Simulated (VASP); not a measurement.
Input of a VASP 6.6.1 run:

File INCAR:

```
PREC = Accurate
ENCUT = 520
EDIFF = 1E-7
ISMEAR = 0
SIGMA = 0.03
LREAL = F
LASPH = T
NELM = 80
ALGO = Normal
ISIF = 2
LWAVE = F
LCHARG = F
GGA = PE
NBANDS = 17
```

KPOINTS

```
Automatic mesh
0
Gamma
  10 10 10
```

The input POSCAR:

```
PbSe
1.0
    0.0000000000      2.9549747500      3.0621500000
    3.1693252500      0.0000000000      3.0621500000
    3.1693252500      2.9549747500      0.0000000000
Pb Se
1 1
Direct
    0.0000000000      0.0000000000      0.0000000000
    0.5000000000      0.5000000000      0.5000000000
```

Potentials or basis: VASP PAW PBE potentials, release 64 (Pb_d, Se).

Run with:

```sh
$ cat potpaw_PBE.64/Pb_d/POTCAR potpaw_PBE.64/Se/POTCAR > POTCAR
$ mpirun -np 1 vasp_std > vasp.out
```

Question: Estimate the band gap on the k mesh.

Answer: 0.19 eV, direct.

Question: Predict the pressure.

Answer: 3.0 GPa.

Stress tensor (GPa, compression positive):
```
-1.27  0.00  0.00
 0.00  7.84  0.00
 0.00  0.00  2.34
```

Caveat: the cell differs from its parent crystal (strain +0.0350 x Voigt [1, -1, 0, 0, 0, 0]); spin-orbit coupling is left out, which moves the levels of the heavy elements. A k mesh can miss the band edges.
